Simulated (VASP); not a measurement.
Wanted: the native input for a VASP 6.6.1 run.

| Property | Result |
| --- | --- |
| Task | single point |
| Functional | BLYP |
| Potentials or basis | VASP PAW PBE potentials, release 64 (Mg) |
| Cutoff | 600 eV |
| k mesh | 4 × 4 × 4 |
| Occupations | gaussian, width 0.1 eV |
| Spin | no spin polarisation |
| Dipole correction | no |
| Further INCAR settings | ALGO = Normal; EDIFF = 1e-06; NBANDS = 7 |

The structure of Mg lies in POSCAR:

```
Mg
1.0
   -1.8359916300      1.8359916300      1.6794040200
    1.8359916300     -1.8359916300      1.6794040200
    1.8359916300      1.8359916300     -1.6794040200
Mg
1
Direct
    0.0000000000      0.0000000000      0.0000000000
```

One way to write it, as run:

INCAR

```
PREC = Accurate
ENCUT = 600
EDIFF = 1E-6
ISMEAR = 0
SIGMA = 0.1
LREAL = F
LASPH = T
NELM = 120
ALGO = Normal
ISIF = 2
LWAVE = F
LCHARG = T
GGA = B5
ALDAX = 1.0
AGGAX = 1.0
AGGAC = 1.0
ALDAC = 0.0
LELF = T
LVHAR = T
NBANDS = 7
GGA_COMPAT = F
```

KPOINTS

```
Automatic mesh
0
Gamma
  4 4 4
```

Potentials or basis: VASP PAW PBE potentials, release 64 (Mg).

Command:

```sh
$ cat potpaw_PBE.64/Mg/POTCAR > POTCAR
$ mpirun -np 1 vasp_std > vasp.out
```

Results of the run:

The pressure is 0.9 GPa. The band gap on the k mesh is zero (bands 1 and 2 overlap by 4.58 eV).

Caveat: the k points lie up to 0.63 Å⁻¹ apart, too coarse for converged energies and pressures of a metal; the PAW data sets were made with another functional, which shifts forces and pressure a little.

It took 17 s on 1 thread of Intel Xeon 8259CL, on a shared host, peak memory 0.15 GiB.
